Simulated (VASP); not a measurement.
# SrSi2Au (P4/mmm) in VASP: notebook, part 2 of 2

VASP 6.6.1. Earlier steps stand in the parts before.

**3. Relaxation of cell and atoms, PBE**

This run uses another cell than the first one, of 19.32 Å³/atom, 0.928 times its volume.

INCAR

```
SYSTEM = SrSi2Au
ALGO = Normal
EDIFF = 1E-7
EDIFFG = -0.04
ENCUT = 500
GGA = PE
GGA_COMPAT = .False.
IBRION = 2
ISIF = 3
ISMEAR = 0
LASPH = .True.
LCHARG = .False.
LREAL = .False.
LWAVE = .False.
NELM = 120
NELMIN = 4
NSW = 90
PREC = Accurate
SIGMA = 0.1
```

KPOINTS

```
k-points
0
Gamma
  4 4 4
  0 0 0
```

POSCAR

```
SrSi2Au
1.0
    4.3133811600      0.0000000000      0.0000000000
    0.0000000000      4.3133811600      0.0000000000
    0.0000000000      0.0000000000      4.1530141900
Sr Si Au
1 2 1
Direct
    0.0000000000      0.0000000000      0.0000000000
    0.0000000000      0.5000000000      0.5000000000
    0.5000000000      0.0000000000      0.5000000000
    0.5000000000      0.5000000000      0.0000000000
```

Potentials or basis: VASP PAW PBE potentials, release 64 (Sr_sv, Si, Au).

Run with:

```bash
$ cat potpaw_PBE.64/Sr_sv/POTCAR potpaw_PBE.64/Si/POTCAR potpaw_PBE.64/Au/POTCAR > POTCAR
$ mpirun -np 1 vasp_std > vasp.out
```

OUTCAR:

```text
SYSTEM = SrSi2Au
   EDIFF = 1E-7
   EDIFFG = -0.04
   ENCUT = 500
   GGA = PE
   IBRION = 2
   ISIF = 3
   ISMEAR = 0
   LASPH = .True.
   LREAL = .False.
   NELM = 120
   NELMIN = 4
   NSW = 90
   PREC = Accurate

 ion  position               nearest neighbor table
   1  0.000  0.000  0.000-   2 2.99   3 2.99   2 2.99   3 2.99   2 2.99   2 2.99   3 2.99   3 2.99
                             4 3.05   4 3.05   4 3.05   4 3.05
   2  0.000  0.500  0.500-   1 2.99   4 2.99   1 2.99   4 2.99   1 2.99   1 2.99   4 2.99   4 2.99
                             3 3.05   3 3.05   3 3.05   3 3.05
   3  0.500  0.000  0.500-   1 2.99   4 2.99   1 2.99   4 2.99   4 2.99   4 2.99   1 2.99   1 2.99
                             2 3.05   2 3.05   2 3.05   2 3.05
   4  0.500  0.500  0.000-   2 2.99   3 2.99   2 2.99   3 2.99   3 2.99   3 2.99   2 2.99   2 2.99
                             1 3.05   1 3.05   1 3.05   1 3.05

  LATTYP: Found a simple tetragonal cell.
 ALAT       =     4.3133811600
 C/A-ratio  =     0.9628210529

  Lattice vectors:

 A1 = (   4.3133811600,   0.0000000000,   0.0000000000)
 A2 = (   0.0000000000,   4.3133811600,   0.0000000000)
 A3 = (   0.0000000000,   0.0000000000,   4.1530141900)

Analysis of symmetry for initial positions (statically):
=====================================================================
 Subroutine PRICEL returns:
 Original cell was already a primitive cell.

 Routine SETGRP: Setting up the symmetry group for a
 simple tetragonal supercell.

 Subroutine GETGRP returns: Found 16 space group operations
 (whereof 16 operations were pure point group operations)
 out of a pool of 16 trial point group operations.

The static configuration has the point symmetry D_4h.

Analysis of symmetry for dynamics (positions and initial velocities):
=====================================================================
 Subroutine PRICEL returns:
 Original cell was already a primitive cell.

 Routine SETGRP: Setting up the symmetry group for a
 simple tetragonal supercell.

 Subroutine GETGRP returns: Found 16 space group operations
[... 110 lines left out ...]
   PSTRESS=    0.0 pullay stress
   NELECT =      29.0000    total number of electrons
   NUPDOWN=      -1.0000    fix difference up-down
   EMIN   =  10.00;   EMAX   =-10.00  energy-range for DOS
   EFERMI =   0.00;   METHOD = LEGACY
   ISMEAR =     0;   SIGMA  =   0.10  broadening in eV -4-tet -1-fermi 0-gaus
   EFERMI_NEDOS =   21; number of points for ismear=-14 and -15
   IALGO  =     38    algorithm
   IMIX   =      4    mixing-type and parameters
     AMIX     =   0.40;   BMIX     =  1.00
     AMIX_MAG =   1.60;   BMIX_MAG =  1.00
  volume/ion in A,a.u.               =      19.32       130.36
  Fermi-wavevector in a.u.,A,eV,Ry     =   1.180886  2.231550 18.973197  1.394491
  Thomas-Fermi vector in A             =   2.317169
   LORBIT       =      0    0 simple, 1 ext, 2 COOP (PROOUT), +10 PAW based schemes
   GGA     = PE    functional components
   LHFCALC =     F    Hartree Fock is set to
   AEXX    =    0.0000 exact exchange contribution
   IVDW    =     0    specifies the selected vdW correction
   LEPSILON=     F    determine dielectric tensor
   LRPA    =     F    only Hartree local field effects (RPA)
 conjugate gradient relaxation of ions
 non-spin polarized calculation
 Gauss-broadening in eV      SIGMA  =   0.10
  energy-cutoff  :      500.00
  volume of cell :       77.27
 maximum number of plane-waves:      2000
 NGX is ok and might be reduce to    32
   NGX = 15   NGY = 15   NGZ = 15

--------------------------------------- Ionic step        1  -------------------------------------------

 number of electron      29.0000000 magnetization

 Free energy of the ion-electron system (eV)
  ---------------------------------------------------
  ext. energy  EPLUGINS =         0.00000000
  ---------------------------------------------------
  free energy    TOTEN  =       -15.35218096 eV

  energy without entropy =      -15.34195054  energy(sigma->0) =      -15.34706575

------------------------ aborting loop because EDIFF is reached ----------------------------------------

  FORCE on cell =-STRESS in cart. coord.  units (eV):
  Direction    XX          YY          ZZ          XY          YZ          ZX
  --------------------------------------------------------------------------------------
  -------------------------------------------------------------------------------------
  Total        2.0066256      2.0066256      4.5116132      0.0000000      0.0000000      0.0000000
  in kB       41.6080955     41.6080955     93.5499055      0.0000000      0.0000000      0.0000000
  external PRESSURE =      58.9220322 kB  Pullay stress =       0.0000000 kB
[... 139 lines left out ...]
--------------------------------------- Ionic step        5  -------------------------------------------

 number of electron      29.0000001 magnetization

 Free energy of the ion-electron system (eV)
  ---------------------------------------------------
  ext. energy  EPLUGINS =         0.00000000
  ---------------------------------------------------
  free energy    TOTEN  =       -15.50411072 eV

  energy without entropy =      -15.48963675  energy(sigma->0) =      -15.49687373

 E-fermi :   5.9474     XC(G=0): -10.4921

 val. band max:        5.9453117606   @ k =   0.2500   0.2500   0.5000
 cond. band min:       5.9928305323   @ k =   0.5000   0.2500   0.5000
 fundamental gap:      0.0475187718
 Fermi energy:         5.9474108841

 k-point     1 :       0.0000    0.0000    0.0000
  band No.  band energies     occupation
      1     -28.2123      2.00000
      2     -10.3941      2.00000
      3     -10.3941      2.00000
      4     -10.3872      2.00000
      5      -3.8436      2.00000
      6       0.0187      2.00000
[... 398 lines left out ...]
  FREE ENERGIE OF THE ION-ELECTRON SYSTEM (eV)
  ---------------------------------------------------
  free  energy   TOTEN  =       -15.5041107163 eV

  energy  without entropy=      -15.4896367452  energy(sigma->0) =      -15.49687373

 reached required accuracy - stopping structural energy minimisation
```

CONTCAR:

```text
SrSi2Au
   1.00000000000000
     4.3488835430709516    0.0000000000000000    0.0000000000000000
     0.0000000000000000    4.3488835430709516    0.0000000000000000
     0.0000000000000000   -0.0000000000000000    4.4191831000485440
  Sr              Si              Au
     1     2     1
Direct
     0.0000000000000000    0.0000000000000000    0.0000000000000000
     0.0000000000000000    0.5000000000000000    0.5000000000000000
     0.5000000000000000    0.0000000000000000    0.5000000000000000
     0.5000000000000000    0.5000000000000000    0.0000000000000000

  0.00000000E+00  0.00000000E+00  0.00000000E+00
  0.00000000E+00  0.00000000E+00  0.00000000E+00
  0.00000000E+00  0.00000000E+00  0.00000000E+00
  0.00000000E+00  0.00000000E+00  0.00000000E+00
```

It took 78 s on 1 thread of Intel Xeon Platinum 8259CL at 2.50GHz (Skylake/Cascade Lake), shared host; peak memory 0.2 GiB.

What came out:

```
Free energy                            : -15.5041 eV
Relaxed volume                         : 20.89 Å³/atom
Relaxed cell                           : a = 4.349 Å, b = 4.349 Å, c = 4.419 Å, α = 90.00°, β = 90.00°, γ = 90.00°
Space group after relaxing (to 0.05 Å) : P4/mmm (No. 123)
Energy gained by relaxing              : 38.0 meV/atom
Ionic steps                            : 5
Pressure after relaxing                : 0.1 GPa
```

The path:
```tsv
step	energy change (eV)	largest force (eV/Å)	pressure (GPa)	volume (Å³)
1	0.0000	0.0000	5.89	77.27
2	-0.1344	0.0000	-1.31	85.46
3	-0.1379	0.0000	-0.47	84.22
4	-0.1495	0.0000	-0.16	83.85
5	-0.1519	0.0000	0.08	83.58
```

Final structure:
```
Sr Si Au
1.0
     4.34888    0.00000    0.00000
     0.00000    4.34888    0.00000
     0.00000    0.00000    4.41918
Sr Si Au
1 2 1
Direct
  0.00000 0.00000 0.00000
  0.00000 0.50000 0.50000
  0.50000 0.00000 0.50000
  0.50000 0.50000 0.00000
```

Caveat: the k points lie up to 0.36 Å⁻¹ apart in the final cell; spin-orbit coupling is left out, which moves the levels of the heavy elements.
